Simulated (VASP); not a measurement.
# TiAl (sol) (P-6m2) in VASP: further runs

Runs on TiAl (sol). Level: PBEsol. Tasks: single point.

Everything below comes from runs of VASP 6.6.1. Logs are shortened: lines on timing, memory, paths and dates and some standing lists are left out, and cuts for length are marked.

### Step 1. The cell of the first run

Symmetry: P-6m2, No. 187, hexagonal system. The conventional cell has a = 2.867 Å, b = 2.867 Å, c = 4.678 Å, α = 90.00°, β = 90.00°, γ = 120.00°. Ti (site symmetry -6m2) has 6 Al at 2.87 Å and 6 Ti at 2.87 Å within 3.8 Å. Within 3.8 Å of Al (site symmetry -6m2) lie 6 Ti at 2.87 Å and 6 Al at 2.87 Å.

### Step 2. Single point, PBEsol

File INCAR:

```
SYSTEM = TiAl
PREC = Accurate
ENCUT = 500
EDIFF = 1E-6
ISMEAR = 0
SIGMA = 0.1
LREAL = .FALSE.
LASPH = .TRUE.
NELM = 120
ALGO = Normal
ISIF = 2
LWAVE = .FALSE.
LCHARG = .FALSE.
GGA = PS
NBANDS = 14
GGA_COMPAT = .FALSE.
```

File KPOINTS:

```
regular mesh
0
G
  9 9 4
  0 0 0
```

File POSCAR:

```
TiAl
1.0
    2.8672622300      0.0000000000      0.0000000000
   -1.4336311200      2.4831219300      0.0000000000
    0.0000000000      0.0000000000      4.6780830000
Ti Al
1 1
Direct
    0.0000000000      0.0000000000      0.0000000000
    0.3333333300      0.6666666700      0.5000000000
```

Potentials or basis: VASP PAW PBE potentials, release 64 (Ti_sv, Al).

Launch:

```
$ cat potpaw_PBE.64/Ti_sv/POTCAR potpaw_PBE.64/Al/POTCAR > POTCAR
$ mpirun -np 1 vasp_std > vasp.out
```

OUTCAR:

```text
SYSTEM = TiAl
   PREC = Accurate
   ENCUT = 500
   EDIFF = 1E-6
   ISMEAR = 0
   LREAL = .FALSE.
   LASPH = .TRUE.
   NELM = 120
   ISIF = 2
   GGA = PS

 ion  position               nearest neighbor table
   1  0.000  0.000  0.000-   2 2.87   2 2.87   2 2.87   2 2.87   2 2.87   2 2.87
   2  0.333  0.667  0.500-   1 2.87   1 2.87   1 2.87   1 2.87   1 2.87   1 2.87

  LATTYP: Found a hexagonal cell.
 ALAT       =     2.8672622300
 C/A-ratio  =     1.6315504564

  Lattice vectors:

 A1 = (   2.8672622300,   0.0000000000,   0.0000000000)
 A2 = (  -1.4336311200,   2.4831219300,   0.0000000000)
 A3 = (   0.0000000000,   0.0000000000,   4.6780830000)

Analysis of symmetry for initial positions (statically):
=====================================================================
 Subroutine PRICEL returns:
 Original cell was already a primitive cell.

 Routine SETGRP: Setting up the symmetry group for a
 hexagonal supercell.

 Subroutine GETGRP returns: Found 12 space group operations
 (whereof 12 operations were pure point group operations)
 out of a pool of 24 trial point group operations.

The static configuration has the point symmetry D_3h.

Analysis of symmetry for dynamics (positions and initial velocities):
=====================================================================
 Subroutine PRICEL returns:
 Original cell was already a primitive cell.

 Routine SETGRP: Setting up the symmetry group for a
 hexagonal supercell.

 Subroutine GETGRP returns: Found 12 space group operations
 (whereof 12 operations were pure point group operations)
 out of a pool of 24 trial point group operations.

The dynamic configuration has the point symmetry D_3h.

 Subroutine INISYM returns: Found 12 space group operations
 (whereof 12 operations are pure point group operations),
 and found     1 'primitive' translations

----------------------------------------------------------------------------------------

                                     Primitive cell

  volume of cell :      33.3068

  direct lattice vectors                    reciprocal lattice vectors
     2.867262230  0.000000000  0.000000000     0.348764752  0.201359424  0.000000000
    -1.433631120  2.483121930  0.000000000     0.000000000  0.402718847  0.000000000
     0.000000000  0.000000000  4.678083000     0.000000000  0.000000000  0.213762774

  length of vectors
     2.867262230  2.867262232  4.678083000     0.402718847  0.402718847  0.213762774

  position of ions in fractional coordinates (direct lattice)
     0.000000000  0.000000000  0.000000000
     0.333333330  0.666666670  0.500000000

  ion indices of the primitive-cell ions
   primitive index   ion index
                 1           1
                 2           2

----------------------------------------------------------------------------------------

 KPOINTS: regular mesh

Automatic generation of k-mesh.
 Grid dimensions read from file:
 generate k-points for:    9    9    4

 Generating k-lattice:

  Cartesian coordinates                     Fractional coordinates (reciprocal lattice)
     0.038751639  0.022373269  0.000000000     0.111111111  0.000000000  0.000000000
     0.000000000  0.044746539  0.000000000     0.000000000  0.111111111  0.000000000
     0.000000000  0.000000000  0.053440694     0.000000000  0.000000000  0.250000000

  Length of vectors
     0.044746539  0.044746539  0.053440694

  Shift w.r.t. Gamma in fractional coordinates (k-lattice)
     0.000000000  0.000000000  0.000000000

 Subroutine IBZKPT returns following result:
 ===========================================

 Found     36 irreducible k-points:

 Following reciprocal coordinates:
            Coordinates               Weight
  0.000000  0.000000  0.000000      1.000000
  0.111111  0.000000  0.000000      6.000000
  0.222222  0.000000  0.000000      6.000000
  0.333333  0.000000  0.000000      6.000000
  0.444444  0.000000  0.000000      6.000000
  0.111111  0.111111  0.000000      6.000000
[... 16 lines left out ...]
  0.333333  0.222222  0.250000     24.000000
  0.333333  0.333333  0.250000      4.000000
 [... further k-points ...]
   k-points           NKPTS =     36   k-points in BZ     NKDIM =     36   number of bands    NBANDS=     14
   number of dos      NEDOS =    301   number of ions     NIONS =      2
   total plane-waves  NPLWV =  20736
   dimension x,y,z NGX =    24 NGY =   24 NGZ =   36
   dimension x,y,z NGXF=    48 NGYF=   48 NGZF=   72
   ions per type =               1   1
   NGX,Y,Z   is equivalent  to a cutoff of  13.92, 13.92, 12.79 a.u.
   NGXF,Y,Z  is equivalent  to a cutoff of  27.83, 27.83, 25.59 a.u.
 SYSTEM =  TiAl
   PREC   = accura    normal or accurate (medium, high low for compatibility)
   ISTART =      0    job   : 0-new  1-cont  2-samecut
   ICHARG =      2    charge: 1-file 2-atom 10-const
   ISPIN  =      1    spin polarized calculation?
   LNONCOLLINEAR =      F non collinear calculations
   LSORBIT =      F    spin-orbit coupling
   LASPH  =      T    aspherical Exc in radial PAW
   ENCUT  =  500.0 eV  36.75 Ry    6.06 a.u.   5.23  5.23  8.53*2*pi/ulx,y,z
   NELM   =    120;   NELMIN=  2; NELMDL= -5     # of ELM steps
   EDIFF  = 0.1E-05   stopping-criterion for ELM
   LREAL  =      F    real-space projection
   EDIFFG = 0.1E-04   stopping-criterion for IOM
   NSW    =      0    number of steps for IOM
   IBRION =     -1    ionic relax: 0-MD 1-quasi-New 2-CG
   NFREE  =      0    steps in history (QN), initial steepest desc. (CG)
   ISIF   =      2    stress and relaxation
   ISYM   =      2    0-nonsym 1-usesym 2-fastsym
   POTIM  = 0.5000    time-step for ionic-motion
   TEBEG  =    0.0;   TEEND  =   0.0 temperature during run
   PSTRESS=    0.0 pullay stress
   NELECT =      15.0000    total number of electrons
   NUPDOWN=      -1.0000    fix difference up-down
   EMIN   =  10.00;   EMAX   =-10.00  energy-range for DOS
   EFERMI =   0.00;   METHOD = LEGACY
   ISMEAR =     0;   SIGMA  =   0.10  broadening in eV -4-tet -1-fermi 0-gaus
   EFERMI_NEDOS =   21; number of points for ismear=-14 and -15
   IALGO  =     38    algorithm
   IMIX   =      4    mixing-type and parameters
     AMIX     =   0.40;   BMIX     =  1.00
     AMIX_MAG =   1.60;   BMIX_MAG =  1.00
  volume/ion in A,a.u.               =      16.65       112.38
  Fermi-wavevector in a.u.,A,eV,Ry     =   1.254857  2.371335 21.424622  1.574665
  Thomas-Fermi vector in A             =   2.388641
   LORBIT       =      0    0 simple, 1 ext, 2 COOP (PROOUT), +10 PAW based schemes
   GGA     = PS    functional components
   LHFCALC =     F    Hartree Fock is set to
   AEXX    =    0.0000 exact exchange contribution
   IVDW    =     0    specifies the selected vdW correction
   LEPSILON=     F    determine dielectric tensor
   LRPA    =     F    only Hartree local field effects (RPA)
 non-spin polarized calculation
 Gauss-broadening in eV      SIGMA  =   0.10
  energy-cutoff  :      500.00
  volume of cell :       33.31
 maximum number of plane-waves:       856
 NGX is ok and might be reduce to    24
   NGX = 11   NGY = 11   NGZ = 17

 number of electron      15.0000001 magnetization

 Free energy of the ion-electron system (eV)
  ---------------------------------------------------
  ext. energy  EPLUGINS =         0.00000000
  ---------------------------------------------------
  free energy    TOTEN  =       -12.93598219 eV

  energy without entropy =      -12.92258394  energy(sigma->0) =      -12.92928306

 E-fermi :   7.8027     XC(G=0): -11.0333

 val. band max:        7.7949774240   @ k =   0.3333   0.3333   0.5000
 cond. band min:       7.8200842913   @ k =   0.2222   0.1111   0.0000
 fundamental gap:      0.0251068672
 Fermi energy:         7.8026751845

 k-point     1 :       0.0000    0.0000    0.0000
  band No.  band energies     occupation
      1     -48.5098      2.00000
      2     -24.9429      2.00000
      3     -24.5017      2.00000
      4     -24.5017      2.00000
      5      -1.1570      2.00000
      6       5.4816      2.00000
      7       5.9466      2.00000
      8       9.0706      0.00000
      9       9.0706      0.00000
     10      10.5394      0.00000
     11      10.5394      0.00000
     12      11.6637      0.00000
     13      20.6322      0.00000
     14      20.6322      0.00000

 k-point     2 :       0.1111    0.0000    0.0000
  band No.  band energies     occupation
      1     -48.4986      2.00000
      2     -24.9318      2.00000
      3     -24.5717      2.00000
      4     -24.5175      2.00000
      5      -0.8509      2.00000
      6       5.8090      2.00000
      7       5.9845      2.00000
      8       8.7910      0.00000
      9       9.3183      0.00000
     10      10.4564      0.00000
     11      10.6071      0.00000
     12      11.7322      0.00000
     13      17.4825      0.00000
     14      18.9432      0.00000

 k-point     3 :       0.2222    0.0000    0.0000
  band No.  band energies     occupation
      1     -48.4701      2.00000
      2     -24.9037      2.00000
      3     -24.7467      2.00000
      4     -24.5574      2.00000
      5       0.0481      2.00000
      6       6.0773      2.00000
      7       6.5681      2.00000
      8       8.2242      0.00000
      9      10.0000      0.00000
     10      10.2524      0.00000
     11      10.8477      0.00000
     12      11.8585      0.00000
     13      14.0917      0.00000
     14      17.4044      0.00000
[... 324 lines left out ...]
 k-point    23 :       0.3333    0.2222    0.2500
  band No.  band energies     occupation
      1     -48.4067      2.00000
      2     -24.9937      2.00000
      3     -24.8424      2.00000
      4     -24.7772      2.00000
      5       4.2710      2.00000
      6       6.0721      2.00000
      7       7.0103      2.00000
      8       7.3954      2.00000
      9       8.0991      0.00003
     10      10.3013      0.00000
     11      10.5134      0.00000
     12      11.8368      0.00000
     13      13.4227      0.00000
     14      14.8846      0.00000

 k-point    24 :       0.3333    0.3333    0.2500
  band No.  band energies     occupation
      1     -48.4010      2.00000
      2     -24.9086      2.00000
      3     -24.9052      2.00000
      4     -24.8367      2.00000
      5       5.9382      2.00000
      6       5.9430      2.00000
      7       6.2440      2.00000
      8       7.2009      2.00000
      9       7.7854      1.19287
     10      10.2832      0.00000
     11      10.4976      0.00000
     12      11.1503      0.00000
     13      14.5681      0.00000
     14      14.6218      0.00000

 [... further k-points ...]
[... 5 lines left out ...]
  --------------------------------------------------------------------------------------
  -------------------------------------------------------------------------------------
  Total       -0.5419248     -0.5419248     -0.6905477      0.0000000     -0.0000000     -0.0000000
  in kB      -26.0685103    -26.0685102    -33.2178026      0.0000001     -0.0000000     -0.0000000
  external PRESSURE =     -28.4516077 kB  Pullay stress =       0.0000000 kB

 VOLUME and BASIS-vectors are now :
 -----------------------------------------------------------------------------
  energy-cutoff  :      500.00
  volume of cell :       33.31
      direct lattice vectors                 reciprocal lattice vectors
     2.867262230  0.000000000  0.000000000     0.348764752  0.201359424  0.000000000
    -1.433631120  2.483121930  0.000000000     0.000000000  0.402718847  0.000000000
     0.000000000  0.000000000  4.678083000     0.000000000  0.000000000  0.213762774

 POSITION                                       TOTAL-FORCE (eV/Angst)
 -----------------------------------------------------------------------------------
      0.00000      0.00000      0.00000        -0.000000      0.000000      0.000000
     -0.00000      1.65541      2.33904         0.000000      0.000000      0.000000
 -----------------------------------------------------------------------------------
    total drift:                               -0.000000      0.000000      0.000000

  FREE ENERGIE OF THE ION-ELECTRON SYSTEM (eV)
  ---------------------------------------------------
  free  energy   TOTEN  =       -12.9359821924 eV

  energy  without entropy=      -12.9225839352  energy(sigma->0) =      -12.92928306
```

Wall time 31 s (1 thread of Intel Xeon 8259CL, shared host); peak memory 0.16 GiB.

Results:

| Item | Value |
| --- | --- |
| Free energy | -12.9360 eV |
| Pressure | -2.8 GPa |

Stress tensor (GPa, compression positive):
```
-2.61  0.00  0.00
 0.00 -2.61  0.00
 0.00  0.00 -3.32
```

Caveat: the PAW data sets were made with another functional, which shifts forces and pressure a little.

### Step 3. Single point, PBEsol

This run uses another cell than the first one, of 16.22 Å³/atom, 0.974 times its volume.

File INCAR:

```
SYSTEM = TiAl
  PREC = Accurate
  ENCUT = 500
  EDIFF = 1E-6
  ISMEAR = 0
  SIGMA = 0.1
  LREAL = .FALSE.
  LASPH = .TRUE.
  NELM = 120
  ALGO = Normal
  ISIF = 2
  LWAVE = .FALSE.
  LCHARG = .FALSE.
  GGA = PS
  NBANDS = 14
  GGA_COMPAT = .FALSE.
```

File KPOINTS:

```
regular mesh
0
G
  18 18 10
  0 0 0
```

File POSCAR:

```
TiAl
1.0
    2.8478212878      0.0000000029      0.0000000000
   -1.4239106464      2.4662855792      0.0000000000
    0.0000000000      0.0000000000      4.6199447347
Ti Al
1 1
Direct
    0.0000000000      0.0000000000      0.0000000000
    0.3333333333      0.6666666667      0.5000000000
```

Potentials or basis: VASP PAW PBE potentials, release 64 (Ti_sv, Al).

Launch:

```
$ cat potpaw_PBE.64/Ti_sv/POTCAR potpaw_PBE.64/Al/POTCAR > POTCAR
$ mpirun -np 1 vasp_std > vasp.out
```

It took 2.3 min on 1 thread of Intel Xeon 8259CL, shared host; peak memory 0.23 GiB.

The run converged. Its results:

* Free energy: -12.9395 eV
* Pressure: 0.0 GPa

Stress tensor (GPa, compression positive):
```
-0.04  0.00  0.00
 0.00 -0.04  0.00
 0.00  0.00  0.06
```

Levels at points of the mesh, in eV from the Fermi level:
| k point | band 4 | band 5 | band 6 | band 7 | band 8 | band 9 | band 10 | band 11 |
| --- | --- | --- | --- | --- | --- | --- | --- | --- |
| (0.00, 0.00, 0.00) | -32.21 | -9.03 | -2.31 | -1.78 | 1.31 | 1.31 | 2.83 | 2.83 |
| (0.50, 0.00, 0.00) | -32.35 | -3.76 | -2.82 | -1.58 | -1.01 | 2.14 | 4.08 | 4.21 |
| (0.00, 0.00, 0.50) | -32.21 | -8.09 | -5.32 | -0.42 | 1.32 | 1.32 | 2.75 | 2.75 |
| (0.50, 0.00, 0.50) | -32.35 | -3.71 | -2.40 | -1.86 | 0.58 | 0.98 | 1.93 | 3.08 |

Caveat: the PAW data sets were made with another functional, which shifts forces and pressure a little.
